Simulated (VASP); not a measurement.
# Be3CdO4 (P-43m) in VASP: relaxation of cell and atoms with PBE

Aim: the relaxation of cell and atoms of Be3CdO4 with PBE.

Everything below comes from runs of VASP 6.6.1. Logs are shortened: lines on timing, memory, paths and dates and some standing lists are left out, and cuts for length are marked.

## 1. The cell of the first run

The structure is cubic, space group P-43m (No. 215). The conventional cell has a = 4.781 Å, b = 4.781 Å, c = 4.781 Å, α = 90.00°, β = 90.00°, γ = 90.00°. Within 2.6 Å of Be (site symmetry -42m) lie 4 O at 1.98 Å and 2 Cd at 2.39 Å. Within 2.4 Å of Cd (site symmetry -43m) lie 4 O at 1.73 Å and 6 Be at 2.39 Å. Within 2.3 Å of O (site symmetry 3m) lie 1 Cd at 1.73 Å and 3 Be at 1.98 Å.

The cell was built from a structure type or drawn by symmetry, and may not be a known phase.

## 2. Relaxation of cell and atoms, PBE

The input, INCAR:

```
PREC = Accurate
ENCUT = 600
EDIFF = 1E-7
ISMEAR = 0
SIGMA = 0.15
LREAL = False
LASPH = True
NELM = 120
ALGO = Normal
ISIF = 3
LWAVE = False
LCHARG = False
GGA = PE
IBRION = 2
NSW = 36
EDIFFG = -0.08
GGA_COMPAT = False
NELMIN = 4
```

The input, KPOINTS:

```
regular mesh
0
Gamma
  3 3 3
```

The input, POSCAR:

```
Be3CdO4
1.0
    4.7814191900      0.0000000000      0.0000000000
    0.0000000000      4.7814191900      0.0000000000
    0.0000000000      0.0000000000      4.7814191900
Be Cd O
3 1 4
Direct
    0.0000000000      0.0000000000      0.5000000000
    0.0000000000      0.5000000000      0.0000000000
    0.5000000000      0.0000000000      0.0000000000
    0.0000000000      0.0000000000      0.0000000000
    0.2090020000      0.2090020000      0.2090020000
    0.2090020000      0.7909980000      0.7909980000
    0.7909980000      0.2090020000      0.7909980000
    0.7909980000      0.7909980000      0.2090020000
```

Potentials or basis: VASP PAW PBE potentials, release 64 (Be, Cd, O).

The run is started by

```
$ cat potpaw_PBE.64/Be/POTCAR potpaw_PBE.64/Cd/POTCAR potpaw_PBE.64/O/POTCAR > POTCAR
$ mpirun -np 1 vasp_std > vasp.out
```

OUTCAR:

```text
PREC = Accurate
   ENCUT = 600
   EDIFF = 1E-7
   ISMEAR = 0
   LREAL = False
   LASPH = True
   NELM = 120
   ISIF = 3
   GGA = PE
   IBRION = 2
   NSW = 36
   EDIFFG = -0.08
   NELMIN = 4

 ion  position               nearest neighbor table
   1  0.000  0.000  0.500-   5 1.98   6 1.98   7 1.98   8 1.98   4 2.39   4 2.39
   2  0.000  0.500  0.000-   5 1.98   6 1.98   7 1.98   8 1.98   4 2.39   4 2.39
   3  0.500  0.000  0.000-   5 1.98   6 1.98   7 1.98   8 1.98   4 2.39   4 2.39
   4  0.000  0.000  0.000-   5 1.73   6 1.73   7 1.73   8 1.73   2 2.39   3 2.39   1 2.39   1 2.39
                             2 2.39   3 2.39
   5  0.209  0.209  0.209-   4 1.73   2 1.98   3 1.98   1 1.98
   6  0.209  0.791  0.791-   4 1.73   2 1.98   3 1.98   1 1.98
   7  0.791  0.209  0.791-   4 1.73   2 1.98   3 1.98   1 1.98
   8  0.791  0.791  0.209-   4 1.73   2 1.98   3 1.98   1 1.98

  LATTYP: Found a simple cubic cell.
 ALAT       =     4.7814191900

  Lattice vectors:

 A1 = (   4.7814191900,   0.0000000000,   0.0000000000)
 A2 = (   0.0000000000,   4.7814191900,   0.0000000000)
 A3 = (   0.0000000000,   0.0000000000,   4.7814191900)

Analysis of symmetry for initial positions (statically):
=====================================================================
 Subroutine PRICEL returns:
 Original cell was already a primitive cell.

 Routine SETGRP: Setting up the symmetry group for a
 simple cubic supercell.

 Subroutine GETGRP returns: Found 24 space group operations
 (whereof 24 operations were pure point group operations)
 out of a pool of 48 trial point group operations.

The static configuration has the point symmetry T_d .

Analysis of symmetry for dynamics (positions and initial velocities):
=====================================================================
 Subroutine PRICEL returns:
 Original cell was already a primitive cell.

 Routine SETGRP: Setting up the symmetry group for a
 simple cubic supercell.

 Subroutine GETGRP returns: Found 24 space group operations
 (whereof 24 operations were pure point group operations)
 out of a pool of 48 trial point group operations.

The dynamic configuration has the point symmetry T_d .

 Subroutine INISYM returns: Found 24 space group operations
 (whereof 24 operations are pure point group operations),
 and found     1 'primitive' translations

----------------------------------------------------------------------------------------

                                     Primitive cell

  volume of cell :     109.3127

  direct lattice vectors                    reciprocal lattice vectors
     4.781419190  0.000000000  0.000000000     0.209142926  0.000000000  0.000000000
     0.000000000  4.781419190  0.000000000     0.000000000  0.209142926  0.000000000
     0.000000000  0.000000000  4.781419190     0.000000000  0.000000000  0.209142926

  length of vectors
     4.781419190  4.781419190  4.781419190     0.209142926  0.209142926  0.209142926

  position of ions in fractional coordinates (direct lattice)
     0.000000000  0.000000000  0.500000000
     0.000000000  0.500000000  0.000000000
     0.500000000  0.000000000  0.000000000
     0.000000000  0.000000000  0.000000000
     0.209002000  0.209002000  0.209002000
     0.209002000  0.790998000  0.790998000
     0.790998000  0.209002000  0.790998000
     0.790998000  0.790998000  0.209002000

  ion indices of the primitive-cell ions
   primitive index   ion index
                 1           1
                 2           2
                 3           3
                 4           4
                 5           5
                 6           6
                 7           7
                 8           8

----------------------------------------------------------------------------------------

 KPOINTS: regular mesh

Automatic generation of k-mesh.
 Grid dimensions read from file:
 generate k-points for:    3    3    3

 Generating k-lattice:

  Cartesian coordinates                     Fractional coordinates (reciprocal lattice)
     0.069714309  0.000000000  0.000000000     0.333333333  0.000000000  0.000000000
     0.000000000  0.069714309  0.000000000     0.000000000  0.333333333  0.000000000
     0.000000000  0.000000000  0.069714309     0.000000000  0.000000000  0.333333333

  Length of vectors
     0.069714309  0.069714309  0.069714309

  Shift w.r.t. Gamma in fractional coordinates (k-lattice)
     0.000000000  0.000000000  0.000000000

 Subroutine IBZKPT returns following result:
 ===========================================

 Found      4 irreducible k-points:

 Following reciprocal coordinates:
            Coordinates               Weight
  0.000000  0.000000  0.000000      1.000000
  0.333333  0.000000  0.000000      6.000000
  0.333333  0.333333  0.000000     12.000000
  0.333333  0.333333  0.333333      8.000000
   k-points           NKPTS =      4   k-points in BZ     NKDIM =      4   number of bands    NBANDS=     26
   number of dos      NEDOS =    301   number of ions     NIONS =      8
   total plane-waves  NPLWV =  64000
   dimension x,y,z NGX =    40 NGY =   40 NGZ =   40
   dimension x,y,z NGXF=    80 NGYF=   80 NGZF=   80
   ions per type =               3   1   4
   NGX,Y,Z   is equivalent  to a cutoff of  13.91, 13.91, 13.91 a.u.
   NGXF,Y,Z  is equivalent  to a cutoff of  27.82, 27.82, 27.82 a.u.
 SYSTEM =  unknown system
   PREC   = accura    normal or accurate (medium, high low for compatibility)
   ISTART =      0    job   : 0-new  1-cont  2-samecut
   ICHARG =      2    charge: 1-file 2-atom 10-const
   ISPIN  =      1    spin polarized calculation?
   LNONCOLLINEAR =      F non collinear calculations
   LSORBIT =      F    spin-orbit coupling
   LASPH  =      T    aspherical Exc in radial PAW
   ENCUT  =  600.0 eV  44.10 Ry    6.64 a.u.   9.55  9.55  9.55*2*pi/ulx,y,z
   NELM   =    120;   NELMIN=  4; NELMDL= -5     # of ELM steps
   EDIFF  = 0.1E-06   stopping-criterion for ELM
   LREAL  =      F    real-space projection
   EDIFFG = -.8E-01   stopping-criterion for IOM
   NSW    =     36    number of steps for IOM
   IBRION =      2    ionic relax: 0-MD 1-quasi-New 2-CG
   NFREE  =      1    steps in history (QN), initial steepest desc. (CG)
   ISIF   =      3    stress and relaxation
   ISYM   =      2    0-nonsym 1-usesym 2-fastsym
   POTIM  = 0.5000    time-step for ionic-motion
   TEBEG  =    0.0;   TEEND  =   0.0 temperature during run
   PSTRESS=    0.0 pullay stress
   NELECT =      42.0000    total number of electrons
   NUPDOWN=      -1.0000    fix difference up-down
   EMIN   =  10.00;   EMAX   =-10.00  energy-range for DOS
   EFERMI =   0.00;   METHOD = LEGACY
   ISMEAR =     0;   SIGMA  =   0.15  broadening in eV -4-tet -1-fermi 0-gaus
   EFERMI_NEDOS =   21; number of points for ismear=-14 and -15
   IALGO  =     38    algorithm
   IMIX   =      4    mixing-type and parameters
     AMIX     =   0.40;   BMIX     =  1.00
     AMIX_MAG =   1.60;   BMIX_MAG =  1.00
  volume/ion in A,a.u.               =      13.66        92.21
  Fermi-wavevector in a.u.,A,eV,Ry     =   1.190148  2.249054 19.272015  1.416453
  Thomas-Fermi vector in A             =   2.326240
   LORBIT       =      0    0 simple, 1 ext, 2 COOP (PROOUT), +10 PAW based schemes
   GGA     = PE    functional components
   LHFCALC =     F    Hartree Fock is set to
   AEXX    =    0.0000 exact exchange contribution
   IVDW    =     0    specifies the selected vdW correction
   LEPSILON=     F    determine dielectric tensor
   LRPA    =     F    only Hartree local field effects (RPA)
 conjugate gradient relaxation of ions
 non-spin polarized calculation
 Gauss-broadening in eV      SIGMA  =   0.15
  energy-cutoff  :      600.00
  volume of cell :      109.31
 maximum number of plane-waves:      3743
 NGX is ok and might be reduce to    40
   NGX = 19   NGY = 19   NGZ = 19

--------------------------------------- Ionic step        1  -------------------------------------------

 number of electron      41.9999995 magnetization

 Free energy of the ion-electron system (eV)
  ---------------------------------------------------
  ext. energy  EPLUGINS =         0.00000000
  ---------------------------------------------------
  free energy    TOTEN  =       -29.17738849 eV

  energy without entropy =      -29.17723390  energy(sigma->0) =      -29.17731120

------------------------ aborting loop because EDIFF is reached ----------------------------------------

  FORCE on cell =-STRESS in cart. coord.  units (eV):
  Direction    XX          YY          ZZ          XY          YZ          ZX
  --------------------------------------------------------------------------------------
  -------------------------------------------------------------------------------------
  Total       26.3460329     26.3460329     26.3460329     -0.0000000      0.0000000     -0.0000000
  in kB      386.1493885    386.1493885    386.1493885     -0.0000000      0.0000000     -0.0000000
  external PRESSURE =     386.1493885 kB  Pullay stress =       0.0000000 kB
[... 107 lines left out ...]
  FREE ENERGIE OF THE ION-ELECTRON SYSTEM (eV)
  ---------------------------------------------------
  free  energy   TOTEN  =       -29.4077296188 eV

  energy  without entropy=      -29.4077189479  energy(sigma->0) =      -29.40772428

 E-fermi :  -0.0907     XC(G=0):  -8.3919

 val. band max:       -0.8164284301   @ k =   0.0000   0.0000   0.0000
 cond. band min:       0.6596306904   @ k =   0.0000   0.0000   0.0000
 fundamental gap:      1.4760591205
 Fermi energy:        -0.0906523079

 k-point     1 :       0.0000    0.0000    0.0000
  band No.  band energies     occupation
      1     -17.4869      2.00000
      2     -16.9922      2.00000
      3     -16.9922      2.00000
      4     -16.9922      2.00000
      5      -8.2077      2.00000
      6      -8.2077      2.00000
[... 105 lines left out ...]
     25       4.4432      0.00000
     26       6.2267      0.00000

[... ionic steps 4 to 9 ...]

--------------------------------------- Ionic step       10  -------------------------------------------

 number of electron      42.0000005 magnetization

------------------------ aborting loop because EDIFF is reached ----------------------------------------

  FORCE on cell =-STRESS in cart. coord.  units (eV):
  Direction    XX          YY          ZZ          XY          YZ          ZX
  --------------------------------------------------------------------------------------
  -------------------------------------------------------------------------------------
  Total        2.4046395      2.4046395      2.4046395      0.0000000      0.0000000     -0.0000000
  in kB       41.4565474     41.4565474     41.4565474      0.0000000      0.0000000     -0.0000000
  external PRESSURE =      41.4565474 kB  Pullay stress =       0.0000000 kB
[... 69 lines left out ...]
  energy  without entropy=      -37.5816145837  energy(sigma->0) =      -37.58161458

--------------------------------------- Ionic step       12  -------------------------------------------

 number of electron      41.9999999 magnetization

 Free energy of the ion-electron system (eV)
  ---------------------------------------------------
  ext. energy  EPLUGINS =         0.00000000
  ---------------------------------------------------
  free energy    TOTEN  =       -37.70508233 eV

  energy without entropy =      -37.70508233  energy(sigma->0) =      -37.70508233

 E-fermi :   1.2893     XC(G=0):  -9.7169

 val. band max:        0.5849319915   @ k =   0.0000   0.0000   0.0000
 cond. band min:       2.6029336833   @ k =   0.0000   0.0000   0.0000
 fundamental gap:      2.0180016918
 Fermi energy:         1.2893113456

 k-point     1 :       0.0000    0.0000    0.0000
  band No.  band energies     occupation
      1     -16.5869      2.00000
      2     -15.7773      2.00000
      3     -15.7773      2.00000
      4     -15.7773      2.00000
      5      -7.8381      2.00000
      6      -7.8381      2.00000
[... 140 lines left out ...]
  FREE ENERGIE OF THE ION-ELECTRON SYSTEM (eV)
  ---------------------------------------------------
  free  energy   TOTEN  =       -37.7050823340 eV

  energy  without entropy=      -37.7050823340  energy(sigma->0) =      -37.70508233

 reached required accuracy - stopping structural energy minimisation
```

It took 2.1 min on 1 thread of AMD EPYC 9R45 (Zen 5), shared host; peak memory 0.22 GiB.

Results:

* Free energy: -37.7051 eV
* Relaxed volume: 11.61 Å³/atom
* Relaxed cell: a = 4.529 Å, b = 4.529 Å, c = 4.529 Å, α = 90.00°, β = 90.00°, γ = 90.00°
* Space group after relaxing (to 0.1 Å): P-43m (No. 215)
* Pressure after relaxing: 0.8 GPa
* Band gap on the k mesh: 2.02 eV

Final structure:
```xyz
8
Lattice="4.5288 0.0000 0.0000 0.0000 4.5288 0.0000 0.0000 0.0000 4.5288" Properties=species:S:1:pos:R:3 pbc="T T T"
Be    0.0000    0.0000    2.2644
Be    0.0000    2.2644    0.0000
Be    2.2644    0.0000    0.0000
Cd    0.0000    0.0000    0.0000
O     1.1723    1.1723    1.1723
O     1.1723    3.3566    3.3566
O     3.3566    1.1723    3.3566
O     3.3566    3.3566    1.1723
```

Levels at points of the mesh, in eV from the valence-band top:
| k point | band 17 | band 18 | band 19 | band 20 | band 21 | band 22 | band 23 | band 24 | band 25 | band 26 |
| --- | --- | --- | --- | --- | --- | --- | --- | --- | --- | --- |
| (0.00, 0.00, 0.00) | -2.07 | -2.07 | 0.00 | 0.00 | 0.00 | 2.02 | 5.00 | 5.00 | 5.00 | 8.97 |

Caveat: the k points lie up to 0.46 Å⁻¹ apart in the final cell; the volume moved by over 15 % at a fixed basis, so the end points are rough.
